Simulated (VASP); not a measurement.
# AlN (AlN (P6_3mc)) in VASP: further runs

AlN (AlN (P6_3mc)) is run at these levels: PBE; tasks: single point.

All numbers are computed with VASP 6.6.1; they aren't measurements. Logs are shortened: lines on timing, memory, paths and dates and some standing lists are left out, and cuts for length are marked.

## (1) The cell of the first run

The typed cell holds 4 atoms: a = 3.130 Å, b = 3.130 Å, c = 5.018 Å, α = 90.00°, β = 90.00°, γ = 120.00°.

## (2) Single point, PBE

Contents of INCAR:

```
PREC = Accurate
ENCUT = 600
EDIFF = 1E-6
ISMEAR = -1
SIGMA = 0.01
LREAL = False
LASPH = True
NELM = 120
ALGO = Normal
ISIF = 2
LWAVE = False
LCHARG = True
GGA = PE
LELF = True
LVHAR = True
NBANDS = 16
GGA_COMPAT = False
```

Contents of KPOINTS:

```
Automatic mesh
0
Gamma
  2 2 2
  0.25 0.25 0.25
```

Contents of POSCAR:

```
AlN
1.0
    3.1302062010      0.0000000294      0.0000000000
   -1.5651031260      2.7108380744      0.0000000000
    0.0000000000      0.0000000000      5.0180581700
Al N
2 2
Direct
    0.6671006980      0.3329353609      0.5000246546
    0.3329353609      0.6671006980      0.0000246546
    0.6639247258      0.3360392154      0.8799753454
    0.3360392154      0.6639247258      0.3799753454
```

Potentials or basis: VASP PAW PBE potentials, release 64 (Al, N).

Run with:

```sh
$ cat potpaw_PBE.64/Al/POTCAR potpaw_PBE.64/N/POTCAR > POTCAR
$ mpirun -np 1 vasp_std > vasp.out
```

OUTCAR:

```text
PREC = Accurate
   ENCUT = 600
   EDIFF = 1E-6
   ISMEAR = -1
   LREAL = False
   LASPH = True
   NELM = 120
   ISIF = 2
   GGA = PE

 ion  position               nearest neighbor table
   1  0.667  0.333  0.500-   4 1.89   3 1.91   4 1.91   4 1.91   2 3.09   2 3.09   2 3.09   2 3.09
                             2 3.09   2 3.09
   2  0.333  0.667  0.000-   3 1.89   4 1.91   3 1.91   3 1.91   1 3.09   1 3.09   1 3.09   1 3.09
                             1 3.09   1 3.09
   3  0.664  0.336  0.880-   2 1.89   1 1.91   2 1.91   2 1.91
   4  0.336  0.664  0.380-   1 1.89   2 1.91   1 1.91   1 1.91

  LATTYP: Found a hexagonal cell.
 ALAT       =     3.1302062010
 C/A-ratio  =     1.6031078618

  Lattice vectors:

 A1 = (   3.1302062010,   0.0000000294,   0.0000000000)
 A2 = (  -1.5651031260,   2.7108380744,   0.0000000000)
 A3 = (   0.0000000000,   0.0000000000,   5.0180581700)

Analysis of symmetry for initial positions (statically):
=====================================================================
 Subroutine PRICEL returns:
 Original cell was already a primitive cell.

 Routine SETGRP: Setting up the symmetry group for a
 hexagonal supercell.

 Subroutine GETGRP returns: Found  2 space group operations
 (whereof  1 operations were pure point group operations)
 out of a pool of 24 trial point group operations.

The static configuration has the point symmetry C_1 .
 The point group associated with its full space group is C_1h.

Analysis of symmetry for dynamics (positions and initial velocities):
=====================================================================
 Subroutine PRICEL returns:
 Original cell was already a primitive cell.

 Routine SETGRP: Setting up the symmetry group for a
 hexagonal supercell.

 Subroutine GETGRP returns: Found  2 space group operations
 (whereof  1 operations were pure point group operations)
 out of a pool of 24 trial point group operations.

The dynamic configuration has the point symmetry C_1 .
 The point group associated with its full space group is C_1h.

 Subroutine INISYM returns: Found  2 space group operations
 (whereof  1 operations are pure point group operations),
 and found     1 'primitive' translations

----------------------------------------------------------------------------------------

                                     Primitive cell

  volume of cell :      42.5806

  direct lattice vectors                    reciprocal lattice vectors
     3.130206201  0.000000029  0.000000000     0.319467770  0.184444807  0.000000000
[... 89 lines left out ...]
   NELM   =    120;   NELMIN=  2; NELMDL= -5     # of ELM steps
   EDIFF  = 0.1E-05   stopping-criterion for ELM
   LREAL  =      F    real-space projection
   EDIFFG = 0.1E-04   stopping-criterion for IOM
   NSW    =      0    number of steps for IOM
   IBRION =     -1    ionic relax: 0-MD 1-quasi-New 2-CG
   NFREE  =      0    steps in history (QN), initial steepest desc. (CG)
   ISIF   =      2    stress and relaxation
   ISYM   =      2    0-nonsym 1-usesym 2-fastsym
   POTIM  = 0.5000    time-step for ionic-motion
   TEBEG  =    0.0;   TEEND  =   0.0 temperature during run
   PSTRESS=    0.0 pullay stress
   NELECT =      16.0000    total number of electrons
   NUPDOWN=      -1.0000    fix difference up-down
   EMIN   =  10.00;   EMAX   =-10.00  energy-range for DOS
   EFERMI =   0.00;   METHOD = LEGACY
   ISMEAR =    -1;   SIGMA  =   0.01  broadening in eV -4-tet -1-fermi 0-gaus
   EFERMI_NEDOS =   21; number of points for ismear=-14 and -15
   IALGO  =     38    algorithm
   IMIX   =      4    mixing-type and parameters
     AMIX     =   0.40;   BMIX     =  1.00
     AMIX_MAG =   1.60;   BMIX_MAG =  1.00
  volume/ion in A,a.u.               =      10.65        71.84
  Fermi-wavevector in a.u.,A,eV,Ry     =   1.181347  2.232422 18.988023  1.395580
  Thomas-Fermi vector in A             =   2.317622
   LORBIT       =      0    0 simple, 1 ext, 2 COOP (PROOUT), +10 PAW based schemes
   GGA     = PE    functional components
   LHFCALC =     F    Hartree Fock is set to
   AEXX    =    0.0000 exact exchange contribution
   IVDW    =     0    specifies the selected vdW correction
   LEPSILON=     F    determine dielectric tensor
   LRPA    =     F    only Hartree local field effects (RPA)
 non-spin polarized calculation
  energy-cutoff  :      600.00
  volume of cell :       42.58
 maximum number of plane-waves:      1428
 NGX is ok and might be reduce to    28

 number of electron      15.9999998 magnetization

 Free energy of the ion-electron system (eV)
  ---------------------------------------------------
  ext. energy  EPLUGINS =         0.00000000
  ---------------------------------------------------
  free energy    TOTEN  =       -30.16707863 eV

  energy without entropy =      -30.16707863  energy(sigma->0) =      -30.16707863

 E-fermi :   5.7991     XC(G=0): -10.8419

 val. band max:        5.5567641672   @ k =  -0.1250  -0.1250   0.1250
 cond. band min:      11.2924954735   @ k =   0.3750   0.2500   0.1250
 fundamental gap:      5.7357313063
 Fermi energy:         5.7990714069

 k-point     1 :       0.1250    0.1250    0.1250
  band No.  band energies     occupation
      1      -8.5459      2.00000
      2      -6.8885      2.00000
      3       0.8278      2.00000
      4       3.3791      2.00000
      5       3.4038      2.00000
      6       4.5920      2.00000
[... 433 lines left out ...]
      3       1.2042      2.00000
      4       1.6690      2.00000
      5       3.6600      2.00000
      6       4.0575      2.00000
[... 8 lines left out ...]
     15      18.3748      0.00000
     16      19.4026      0.00000

 [... further k-points ...]
[... 5 lines left out ...]
  --------------------------------------------------------------------------------------
  -------------------------------------------------------------------------------------
  Total       -0.4958609     -0.7552170      0.6061051     -0.2246089     -0.0009189     -0.0005305
  in kB      -18.6577043    -28.4164678     22.8058537     -8.4513367     -0.0345745     -0.0199616
  external PRESSURE =      -8.0894395 kB  Pullay stress =       0.0000000 kB

 VOLUME and BASIS-vectors are now :
 -----------------------------------------------------------------------------
  energy-cutoff  :      600.00
  volume of cell :       42.58
      direct lattice vectors                 reciprocal lattice vectors
     3.130206201  0.000000029  0.000000000     0.319467770  0.184444807  0.000000000
    -1.565103126  2.710838074  0.000000000    -0.000000003  0.368889608  0.000000000
     0.000000000  0.000000000  5.018058170     0.000000000  0.000000000  0.199280273

 POSITION                                       TOTAL-FORCE (eV/Angst)
 -----------------------------------------------------------------------------------
      1.56708      0.90253      2.50915         0.115705     -0.068550      0.010632
     -0.00193      1.80840      0.00012        -0.117218      0.065928      0.010632
      1.55229      0.91095      4.41577         0.179182     -0.101703     -0.010632
      0.01276      1.79979      1.90674        -0.177669      0.104325     -0.010632
 -----------------------------------------------------------------------------------
    total drift:                                0.000000      0.000001      0.000446

  FREE ENERGIE OF THE ION-ELECTRON SYSTEM (eV)
  ---------------------------------------------------
  free  energy   TOTEN  =       -30.1670786340 eV

  energy  without entropy=      -30.1670786340  energy(sigma->0) =      -30.16707863
```

OSZICAR:

```text
N       E                     dE             d eps       ncg     rms          rms(c)
DAV:   1     0.475009992237E+02    0.47501E+02   -0.77743E+03   896   0.994E+02
DAV:   2    -0.306458647614E+02   -0.78147E+02   -0.71209E+02  1272   0.207E+02
DAV:   3    -0.346430822583E+02   -0.39972E+01   -0.39814E+01  1152   0.490E+01
DAV:   4    -0.346690464797E+02   -0.25964E-01   -0.25962E-01  1096   0.423E+00
DAV:   5    -0.346693814635E+02   -0.33498E-03   -0.33498E-03  1192   0.481E-01    0.119E+01
DAV:   6    -0.301516029818E+02    0.45178E+01   -0.10222E+01  1104   0.244E+01    0.406E+00
DAV:   7    -0.301803443005E+02   -0.28741E-01   -0.63899E-01   984   0.578E+00    0.286E+00
DAV:   8    -0.301703710139E+02    0.99733E-02   -0.53402E-02  1048   0.227E+00    0.499E-01
DAV:   9    -0.301665534471E+02    0.38176E-02   -0.92706E-03  1296   0.729E-01    0.240E-01
DAV:  10    -0.301671667302E+02   -0.61328E-03   -0.20462E-03   968   0.285E-01    0.123E-01
DAV:  11    -0.301670756093E+02    0.91121E-04   -0.19785E-04  1088   0.113E-01    0.291E-02
DAV:  12    -0.301670786521E+02   -0.30429E-05   -0.12833E-05   992   0.282E-02    0.763E-03
DAV:  13    -0.301670786340E+02    0.18132E-07   -0.44449E-06  1064   0.176E-02
   1 F= -.30167079E+02 E0= -.30167079E+02  d E =-.121050E-11
```

It took 10 s on 1 thread of Intel Xeon 6975P-C (Granite Rapids), shared host; peak memory 0.17 GiB.

Results:

| Quantity | Value |
| --- | --- |
| Free energy | -30.1671 eV |
| Pressure | -0.8 GPa |
| Largest force | 0.206 eV/Å |
| Band gap on the k mesh | 5.74 eV, indirect (least direct gap 6.32 eV) |

Forces on the atoms (eV/Å):
```
Al   0.116 -0.069  0.011
Al  -0.117  0.066  0.011
N    0.179 -0.102 -0.011
N   -0.178  0.104 -0.011
```

Stress tensor (GPa, compression positive):
```
-1.87 -0.85  0.00
-0.85 -2.84  0.00
 0.00  0.00  2.28
```

Levels at points of the mesh, in eV from the valence-band top:
| k point | band 6 | band 7 | band 8 | band 9 | band 10 | band 11 |
| --- | --- | --- | --- | --- | --- | --- |
| (0.12, 0.12, 0.12) | -0.96 | -0.26 | 0.00 | 6.35 | 8.44 | 8.86 |

Caveat: the k points lie up to 1.16 Å⁻¹ apart.

## (3) Single point, PBE

This run uses another cell than the first one: it holds 16 atoms, not 4.

Contents of INCAR:

```
SYSTEM = AlN
PREC = Accurate
ENCUT = 600
EDIFF = 1E-6
ISMEAR = -1
SIGMA = 0.01
LREAL = .False.
LASPH = .True.
NELM = 120
ALGO = Normal
ISIF = 2
LWAVE = .False.
LCHARG = .False.
GGA = PE
NBANDS = 46
GGA_COMPAT = .False.
```

Contents of KPOINTS:

```
regular mesh
0
Gamma
  1 1 2
  0 0 0
```

Contents of POSCAR:

```
AlN
1.0
    6.2604124020      0.0000000589      0.0000000000
   -3.1302062520      5.4216761488      0.0000000000
    0.0000000000      0.0000000000      5.0180581700
Al N
8 8
Direct
    0.3335503490      0.1664676804      0.5000246546
    0.3335503490      0.6664676804      0.5000246546
    0.8335503490      0.1664676804      0.5000246546
    0.8335503490      0.6664676804      0.5000246546
    0.1664676804      0.3335503490      0.0000246546
    0.1664676804      0.8335503490      0.0000246546
    0.6664676804      0.3335503490      0.0000246546
    0.6664676804      0.8335503490      0.0000246546
    0.3319623629      0.1680196077      0.8799753454
    0.1680196077      0.3319623629      0.3799753454
    0.3319623629      0.6680196077      0.8799753454
    0.1680196077      0.8319623629      0.3799753454
    0.8319623629      0.1680196077      0.8799753454
    0.6680196077      0.3319623629      0.3799753454
    0.8319623629      0.6680196077      0.8799753454
    0.6680196077      0.8319623629      0.3799753454
```

Potentials or basis: VASP PAW PBE potentials, release 64 (Al, N).

Run with:

```sh
$ cat potpaw_PBE.64/Al/POTCAR potpaw_PBE.64/N/POTCAR > POTCAR
$ mpirun -np 1 vasp_std > vasp.out
```

It took 20 s on 1 thread of Intel Xeon 6975P-C (Granite Rapids), shared host; peak memory 0.28 GiB.

The run converged. Its results:

- Free energy: -114.1678 eV
- Pressure: 0.6 GPa
- Largest force: 0.479 eV/Å
- Band gap on the k mesh: 4.00 eV

Forces on the atoms (eV/Å):
```
Al   0.112 -0.066 -0.428
Al   0.112 -0.066 -0.428
Al   0.112 -0.066 -0.428
Al   0.112 -0.066 -0.428
Al  -0.113  0.064 -0.428
Al  -0.113  0.064 -0.428
Al  -0.113  0.064 -0.428
Al  -0.113  0.064 -0.428
N    0.186 -0.106  0.428
N   -0.185  0.108  0.428
N    0.186 -0.106  0.428
N   -0.185  0.108  0.428
N    0.186 -0.106  0.428
N   -0.185  0.108  0.428
N    0.186 -0.106  0.428
N   -0.185  0.108  0.428
```

Stress tensor (GPa, compression positive):
```
 4.80 -0.69  0.00
-0.69  4.01  0.00
 0.00  0.00 -6.99
```

Levels at points of the mesh, in eV from the valence-band top:
```csv
k point,band 28,band 29,band 30,band 31,band 32,band 33,band 34,band 35,band 36,band 37
"(0.00, 0.00, 0.00)",-0.66,-0.62,-0.16,-0.15,0.00,4.00,5.58,5.58,5.59,5.64
"(0.00, 0.00, 0.50)",-1.33,-0.51,-0.51,-0.47,-0.47,5.08,5.08,5.14,5.14,5.14
```

Caveat: the k points lie up to 1.16 Å⁻¹ apart.
